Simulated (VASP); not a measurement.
# BaTiO3 (P4mm) in VASP: a series of runs

The runs below take BaTiO3 through single point, with PBE+U.

All numbers are computed with VASP 6.6.1; they aren't measurements. Logs are shortened: lines on timing, memory, paths and dates and some standing lists are left out, and cuts for length are marked.

## (1) The cell of the first run

It takes space group P4mm (No. 99, tetragonal). The conventional cell has a = 4.000 Å, b = 4.000 Å, c = 4.018 Å, α = 90.00°, β = 90.00°, γ = 90.00°. Ba (site symmetry 4mm) has 12 O at 2.79 to 2.88 Å and 8 Ti at 3.45 to 3.49 Å within 3.7 Å. Ti (site symmetry 4mm) has 6 O at 1.89 to 2.13 Å within 2.5 Å. O (site symmetry 4mm) has 2 Ti at 1.89 to 2.13 Å within 2.5 Å. Within 2.9 Å of O (site symmetry 2mm) lie 2 Ti at 2.00 Å and 4 Ba at 2.79 to 2.88 Å and 8 O at 2.83 to 2.84 Å.

## (2) Single point, PBE+U

Input file INCAR:

```
SYSTEM = BaTiO3
PREC     = Accurate       ! precision mode
ENCUT    = 520            ! plane-wave cutoff, eV
EDIFF    = 1E-7           ! SCF threshold, eV
ISMEAR   = 0              ! smearing method
SIGMA    = 0.01           ! smearing width, eV
LREAL    = .False.        ! projectors in reciprocal space
LASPH    = .True.         ! aspherical terms in the spheres
NELM     = 150            ! most SCF steps
ALGO     = Normal         ! electronic algorithm
ISIF     = 2              ! what is computed and relaxed
LWAVE    = .False.        ! write WAVECAR
LCHARG   = .False.        ! write CHGCAR
LMAXMIX  = 4              ! l up to which the mixer works
LDAU     = .True.         ! DFT+U
LDAUTYPE = 2            
LDAUL    = -1 2 -1        ! shell
LDAUU    = 0 1 0          ! U, eV
LDAUJ    = 0 0 0        
LDAUPRINT= 1            
GGA      = PE             ! functional
NBANDS   = 28             ! bands
```

Input file KPOINTS:

```
regular mesh
0
Gamma
  4 4 4
  0 0 0
```

Input file POSCAR:

```
BaTiO3
1.0
    3.9998000000      0.0000000000      0.0000000000
    0.0000000000      3.9998000000      0.0000000000
    0.0000000000      0.0000000000      4.0180000000
Ba Ti O
1 1 3
Direct
    0.0000000000      0.0000000000      0.0000000000
    0.5000000000      0.5000000000      0.4900000000
    0.5000000000      0.5000000000      0.0190000000
    0.5000000000      0.0000000000      0.5170000000
    0.0000000000      0.5000000000      0.5170000000
```

Potentials or basis: VASP PAW PBE potentials, release 64 (Ba_sv, Ti_sv, O).

Command:

```console
$ cat potpaw_PBE.64/Ba_sv/POTCAR potpaw_PBE.64/Ti_sv/POTCAR potpaw_PBE.64/O/POTCAR > POTCAR
$ mpirun -np 1 vasp_std > vasp.out
```

OUTCAR:

```text
SYSTEM = BaTiO3
   PREC = Accurate
   ENCUT = 520
   EDIFF = 1E-7
   ISMEAR = 0
   LREAL = .False.
   LASPH = .True.
   NELM = 150
   ISIF = 2
   GGA = PE

 ion  position               nearest neighbor table
   1  0.000  0.000  0.000-   4 2.79   5 2.79   5 2.79   4 2.79   3 2.83   3 2.83   3 2.83   3 2.83
                             4 2.88   5 2.88   5 2.88   4 2.88   2 3.45   2 3.45   2 3.45   2 3.45
   2  0.500  0.500  0.490-   3 1.89   4 2.00   5 2.00   4 2.00   5 2.00   3 2.13   1 3.45   1 3.45
                             1 3.45   1 3.45   1 3.49   1 3.49   1 3.49   1 3.49
   3  0.500  0.500  0.019-   2 1.89   2 2.13   1 2.83   1 2.83   1 2.83   1 2.83
   4  0.500  0.000  0.517-   2 2.00   2 2.00   1 2.79   1 2.79   1 2.88   1 2.88
   5  0.000  0.500  0.517-   2 2.00   2 2.00   1 2.79   1 2.79   1 2.88   1 2.88

  LATTYP: Found a simple tetragonal cell.
 ALAT       =     3.9998000000
 C/A-ratio  =     1.0045502275

  Lattice vectors:

 A1 = (   3.9998000000,   0.0000000000,   0.0000000000)
 A2 = (   0.0000000000,   3.9998000000,   0.0000000000)
 A3 = (   0.0000000000,   0.0000000000,   4.0180000000)

Analysis of symmetry for initial positions (statically):
=====================================================================
 Subroutine PRICEL returns:
 Original cell was already a primitive cell.

 Routine SETGRP: Setting up the symmetry group for a
 simple tetragonal supercell.

 Subroutine GETGRP returns: Found  8 space group operations
 (whereof  8 operations were pure point group operations)
 out of a pool of 16 trial point group operations.

The static configuration has the point symmetry C_4v.

Analysis of symmetry for dynamics (positions and initial velocities):
=====================================================================
 Subroutine PRICEL returns:
 Original cell was already a primitive cell.

 Routine SETGRP: Setting up the symmetry group for a
 simple tetragonal supercell.

 Subroutine GETGRP returns: Found  8 space group operations
 (whereof  8 operations were pure point group operations)
 out of a pool of 16 trial point group operations.

The dynamic configuration has the point symmetry C_4v.

 Subroutine INISYM returns: Found  8 space group operations
 (whereof  8 operations are pure point group operations),
 and found     1 'primitive' translations

----------------------------------------------------------------------------------------

                                     Primitive cell

  volume of cell :      64.2816

  direct lattice vectors                    reciprocal lattice vectors
     3.999800000  0.000000000  0.000000000     0.250012501  0.000000000  0.000000000
     0.000000000  3.999800000  0.000000000     0.000000000  0.250012501  0.000000000
     0.000000000  0.000000000  4.018000000     0.000000000  0.000000000  0.248880040

  length of vectors
     3.999800000  3.999800000  4.018000000     0.250012501  0.250012501  0.248880040

  position of ions in fractional coordinates (direct lattice)
     0.000000000  0.000000000  0.000000000
     0.500000000  0.500000000  0.490000000
     0.500000000  0.500000000  0.019000000
     0.500000000  0.000000000  0.517000000
     0.000000000  0.500000000  0.517000000

  ion indices of the primitive-cell ions
   primitive index   ion index
                 1           1
                 2           2
                 3           3
                 4           4
                 5           5

----------------------------------------------------------------------------------------

 KPOINTS: regular mesh

Automatic generation of k-mesh.
 Grid dimensions read from file:
 generate k-points for:    4    4    4

 Generating k-lattice:

  Cartesian coordinates                     Fractional coordinates (reciprocal lattice)
     0.062503125  0.000000000  0.000000000     0.250000000  0.000000000  0.000000000
     0.000000000  0.062503125  0.000000000     0.000000000  0.250000000  0.000000000
     0.000000000  0.000000000  0.062220010     0.000000000  0.000000000  0.250000000

  Length of vectors
     0.062503125  0.062503125  0.062220010

  Shift w.r.t. Gamma in fractional coordinates (k-lattice)
     0.000000000  0.000000000  0.000000000

 Subroutine IBZKPT returns following result:
 ===========================================

 Found     18 irreducible k-points:

 Following reciprocal coordinates:
            Coordinates               Weight
  0.000000  0.000000  0.000000      1.000000
  0.250000  0.000000  0.000000      4.000000
  0.500000  0.000000  0.000000      2.000000
  0.250000  0.250000  0.000000      4.000000
  0.500000  0.250000  0.000000      4.000000
  0.500000  0.500000  0.000000      1.000000
[... 10 lines left out ...]
  0.500000  0.250000  0.500000      4.000000
  0.500000  0.500000  0.500000      1.000000
   k-points           NKPTS =     18   k-points in BZ     NKDIM =     18   number of bands    NBANDS=     28
   number of dos      NEDOS =    301   number of ions     NIONS =      5
   total plane-waves  NPLWV =  27000
   dimension x,y,z NGX =    30 NGY =   30 NGZ =   30
   dimension x,y,z NGXF=    60 NGYF=   60 NGZF=   60
   ions per type =               1   1   3
   NGX,Y,Z   is equivalent  to a cutoff of  12.47, 12.47, 12.41 a.u.
   NGXF,Y,Z  is equivalent  to a cutoff of  24.94, 24.94, 24.83 a.u.
 SYSTEM =  BaTiO3
   PREC   = accura    normal or accurate (medium, high low for compatibility)
   ISTART =      0    job   : 0-new  1-cont  2-samecut
   ICHARG =      2    charge: 1-file 2-atom 10-const
   ISPIN  =      1    spin polarized calculation?
   LNONCOLLINEAR =      F non collinear calculations
   LSORBIT =      F    spin-orbit coupling
   LASPH  =      T    aspherical Exc in radial PAW
   ENCUT  =  520.0 eV  38.22 Ry    6.18 a.u.   7.44  7.44  7.47*2*pi/ulx,y,z
   NELM   =    150;   NELMIN=  2; NELMDL= -5     # of ELM steps
   EDIFF  = 0.1E-06   stopping-criterion for ELM
   LREAL  =      F    real-space projection
   EDIFFG = 0.1E-05   stopping-criterion for IOM
   NSW    =      0    number of steps for IOM
   IBRION =     -1    ionic relax: 0-MD 1-quasi-New 2-CG
   NFREE  =      0    steps in history (QN), initial steepest desc. (CG)
   ISIF   =      2    stress and relaxation
   ISYM   =      2    0-nonsym 1-usesym 2-fastsym
   POTIM  = 0.5000    time-step for ionic-motion
   TEBEG  =    0.0;   TEEND  =   0.0 temperature during run
   PSTRESS=    0.0 pullay stress
   NELECT =      40.0000    total number of electrons
   NUPDOWN=      -1.0000    fix difference up-down
   EMIN   =  10.00;   EMAX   =-10.00  energy-range for DOS
   EFERMI =   0.00;   METHOD = LEGACY
   ISMEAR =     0;   SIGMA  =   0.01  broadening in eV -4-tet -1-fermi 0-gaus
   EFERMI_NEDOS =   21; number of points for ismear=-14 and -15
   IALGO  =     38    algorithm
   IMIX   =      4    mixing-type and parameters
     AMIX     =   0.40;   BMIX     =  1.00
     AMIX_MAG =   1.60;   BMIX_MAG =  1.00
  volume/ion in A,a.u.               =      12.86        86.76
  Fermi-wavevector in a.u.,A,eV,Ry     =   1.397653  2.641181 26.578078  1.953434
  Thomas-Fermi vector in A             =   2.520888
   LORBIT       =      0    0 simple, 1 ext, 2 COOP (PROOUT), +10 PAW based schemes
 LDA+U is selected, type is set to LDAUTYPE =  2
   angular momentum for each species LDAUL =    -1    2   -1
   U (eV)           for each species LDAUU =   0.0  1.0  0.0
   J (eV)           for each species LDAUJ =   0.0  0.0  0.0
   GGA     = PE    functional components
   LHFCALC =     F    Hartree Fock is set to
   AEXX    =    0.0000 exact exchange contribution
   IVDW    =     0    specifies the selected vdW correction
   LEPSILON=     F    determine dielectric tensor
   LRPA    =     F    only Hartree local field effects (RPA)
 non-spin polarized calculation
 Gauss-broadening in eV      SIGMA  =   0.01
  energy-cutoff  :      520.00
  volume of cell :       64.28
 maximum number of plane-waves:      1755
 NGX is ok and might be reduce to    30
   NGX = 15   NGY = 15   NGZ = 15

atom =   2  type =  2  l = 2

 onsite density matrix

spin component  1

  0.1170  0.0000  0.0000  0.0000 -0.0000
  0.0000  0.1242  0.0000  0.0000 -0.0000
  0.0000  0.0000  0.2483 -0.0000  0.0000
  0.0000  0.0000 -0.0000  0.1242  0.0000
 -0.0000 -0.0000  0.0000  0.0000  0.2406

spin component  2

  0.1170  0.0000  0.0000  0.0000 -0.0000
  0.0000  0.1242  0.0000  0.0000 -0.0000
  0.0000  0.0000  0.2483 -0.0000  0.0000
  0.0000  0.0000 -0.0000  0.1242  0.0000
 -0.0000 -0.0000  0.0000  0.0000  0.2406

 occupancies and eigenvectors

  o =  0.1170  v =  1.0000  0.0000  0.0000  0.0000  0.0000  0.0000  0.0000  0.0000  0.0000  0.0000      0.0000  0.0000  0.0000  0.0000  0.0000  0.0000  0.0000  0.0000  0.0000  0.0000
  o =  0.1170  v =  0.0000  0.0000  0.0000  0.0000  0.0000  1.0000  0.0000  0.0000  0.0000  0.0000      0.0000  0.0000  0.0000  0.0000  0.0000  0.0000  0.0000  0.0000  0.0000  0.0000
  o =  0.1242  v =  0.0000  1.0000  0.0000  0.0021  0.0000  0.0000  0.0000  0.0000  0.0000  0.0000      0.0000  0.0000  0.0000  0.0000  0.0000  0.0000  0.0000  0.0000  0.0000  0.0000
  o =  0.1242  v =  0.0000  0.0000  0.0000  0.0000  0.0000  0.0000  1.0000  0.0000  0.0021  0.0000      0.0000  0.0000  0.0000  0.0000  0.0000  0.0000  0.0000  0.0000  0.0000  0.0000
  o =  0.1242  v =  0.0000  0.0021  0.0000 -1.0000 -0.0000  0.0000  0.0000  0.0000  0.0000  0.0000      0.0000  0.0000  0.0000  0.0000  0.0000  0.0000  0.0000  0.0000  0.0000  0.0000
  o =  0.1242  v =  0.0000  0.0000  0.0000  0.0000  0.0000  0.0000  0.0021  0.0000 -1.0000 -0.0000      0.0000  0.0000  0.0000  0.0000  0.0000  0.0000  0.0000  0.0000  0.0000  0.0000
  o =  0.2406  v =  0.0000  0.0000  0.0000  0.0000  0.0000  0.0000  0.0000  0.0000 -0.0000  1.0000      0.0000  0.0000  0.0000  0.0000  0.0000  0.0000  0.0000  0.0000  0.0000  0.0000
  o =  0.2406  v =  0.0000  0.0000  0.0000 -0.0000  1.0000  0.0000  0.0000  0.0000  0.0000  0.0000      0.0000  0.0000  0.0000  0.0000  0.0000  0.0000  0.0000  0.0000  0.0000  0.0000
  o =  0.2483  v =  0.0000  0.0000  0.0000  0.0000  0.0000  0.0000 -0.0000  1.0000  0.0000 -0.0000      0.0000  0.0000  0.0000  0.0000  0.0000  0.0000  0.0000  0.0000  0.0000  0.0000
  o =  0.2483  v =  0.0000 -0.0000  1.0000  0.0000 -0.0000  0.0000  0.0000  0.0000  0.0000  0.0000      0.0000  0.0000  0.0000  0.0000  0.0000  0.0000  0.0000  0.0000  0.0000  0.0000

 number of electron      39.9999977 magnetization

 Free energy of the ion-electron system (eV)
  ---------------------------------------------------
  ext. energy  EPLUGINS =         0.00000000
  ---------------------------------------------------
  free energy    TOTEN  =       -39.27513409 eV

  energy without entropy =      -39.27513409  energy(sigma->0) =      -39.27513409

 E-fermi :   3.9353     XC(G=0): -11.2442

 val. band max:        3.8842107312   @ k =   0.5000   0.5000   0.5000
 cond. band min:       5.7571463433   @ k =   0.0000   0.0000   0.0000
 fundamental gap:      1.8729356121
 Fermi energy:         3.9353082315

 k-point     1 :       0.0000    0.0000    0.0000
  band No.  band energies     occupation
      1     -53.0005      2.00000
      2     -29.2267      2.00000
      3     -29.1993      2.00000
      4     -29.1993      2.00000
      5     -20.9794      2.00000
      6     -13.0532      2.00000
[... 20 lines left out ...]
     27       8.9226      0.00000
     28      11.1600      0.00000

 k-point     2 :       0.2500    0.0000    0.0000
  band No.  band energies     occupation
      1     -53.0000      2.00000
      2     -29.2260      2.00000
      3     -29.2244      2.00000
      4     -29.1984      2.00000
      5     -20.9204      2.00000
      6     -13.1309      2.00000
[... 488 lines left out ...]
 k-point    18 :       0.5000    0.5000    0.5000
  band No.  band energies     occupation
      1     -52.9976      2.00000
      2     -29.2694      2.00000
      3     -29.2443      2.00000
      4     -29.2443      2.00000
      5     -20.7188      2.00000
      6     -12.2100      2.00000
[... 20 lines left out ...]
     27      11.4862      0.00000
     28      11.6644      0.00000

------------------------ aborting loop because EDIFF is reached ----------------------------------------

  FORCE on cell =-STRESS in cart. coord.  units (eV):
  Direction    XX          YY          ZZ          XY          YZ          ZX
  --------------------------------------------------------------------------------------
  -------------------------------------------------------------------------------------
  Total        1.8768113      1.8768113      2.3063469      0.0000000      0.0000000      0.0000000
  in kB       46.7783306     46.7783306     57.4842304      0.0000000      0.0000000      0.0000000
  external PRESSURE =      50.3469639 kB  Pullay stress =       0.0000000 kB

 VOLUME and BASIS-vectors are now :
 -----------------------------------------------------------------------------
  energy-cutoff  :      520.00
  volume of cell :       64.28
      direct lattice vectors                 reciprocal lattice vectors
     3.999800000  0.000000000  0.000000000     0.250012501  0.000000000  0.000000000
     0.000000000  3.999800000  0.000000000     0.000000000  0.250012501  0.000000000
     0.000000000  0.000000000  4.018000000     0.000000000  0.000000000  0.248880040

 POSITION                                       TOTAL-FORCE (eV/Angst)
 -----------------------------------------------------------------------------------
      0.00000      0.00000      0.00000         0.000000      0.000000      0.070220
      1.99990      1.99990      1.96882         0.000000     -0.000000     -0.048049
      1.99990      1.99990      0.07634         0.000000     -0.000000      0.168346
      1.99990      0.00000      2.07731         0.000000      0.000000     -0.095258
      0.00000      1.99990      2.07731         0.000000      0.000000     -0.095258
 -----------------------------------------------------------------------------------
    total drift:                                0.000000      0.000000      0.000200

  FREE ENERGIE OF THE ION-ELECTRON SYSTEM (eV)
  ---------------------------------------------------
  free  energy   TOTEN  =       -39.2751340915 eV

  energy  without entropy=      -39.2751340915  energy(sigma->0) =      -39.27513409
```

Run time: 34 s. Hardware: 1 thread of Intel Xeon Platinum 8375C at 2.90GHz (Ice Lake), shared host; peak memory 0.18 GiB.

Results:

| Item | Value |
| --- | --- |
| Free energy | -39.2751 eV |
| Pressure | 5.0 GPa |
| Largest force | 0.168 eV/Å |
| Band gap on the k mesh | 1.87 eV (least direct gap 2.17 eV) |

Forces on the atoms (eV/Å):
```
Ba   0.000  0.000  0.070
Ti   0.000  0.000 -0.048
O    0.000  0.000  0.168
O    0.000  0.000 -0.095
O    0.000  0.000 -0.095
```

Levels at points of the mesh, in eV from the valence-band top:
| k point | band 16 | band 17 | band 18 | band 19 | band 20 | band 21 | band 22 | band 23 | band 24 | band 25 |
| --- | --- | --- | --- | --- | --- | --- | --- | --- | --- | --- |
| (0.00, 0.00, 0.00) | -1.23 | -1.14 | -0.31 | -0.30 | -0.30 | 1.87 | 2.07 | 2.07 | 3.96 | 4.05 |
| (0.50, 0.00, 0.00) | -1.95 | -1.81 | -1.72 | -0.95 | -0.86 | 2.22 | 3.58 | 3.61 | 4.01 | 5.83 |
| (0.50, 0.50, 0.00) | -2.70 | -1.80 | -0.98 | -0.98 | -0.09 | 3.62 | 3.62 | 4.02 | 4.67 | 7.61 |
| (0.00, 0.00, 0.50) | -1.96 | -1.92 | -1.92 | -0.72 | -0.72 | 2.04 | 3.63 | 3.63 | 3.96 | 5.97 |
| (0.50, 0.00, 0.50) | -2.66 | -1.76 | -0.91 | -0.89 | -0.17 | 3.60 | 3.65 | 4.00 | 4.79 | 7.58 |
| (0.50, 0.50, 0.50) | -2.43 | -2.40 | -0.08 | -0.08 | 0.00 | 4.24 | 4.24 | 4.25 | 6.52 | 6.68 |

Eigenvalues of the final occupation matrices:
```
    site  spin  trace               eigenvalues
site 2 d     1   0.85  0.12 0.12 0.12 0.24 0.25
site 2 d     2   0.85  0.12 0.12 0.12 0.24 0.25
```

Caveat: the cell stands under pressure; spin-orbit coupling is left out, which moves the levels of the heavy elements.

(Part 1 of 2 ends here.)
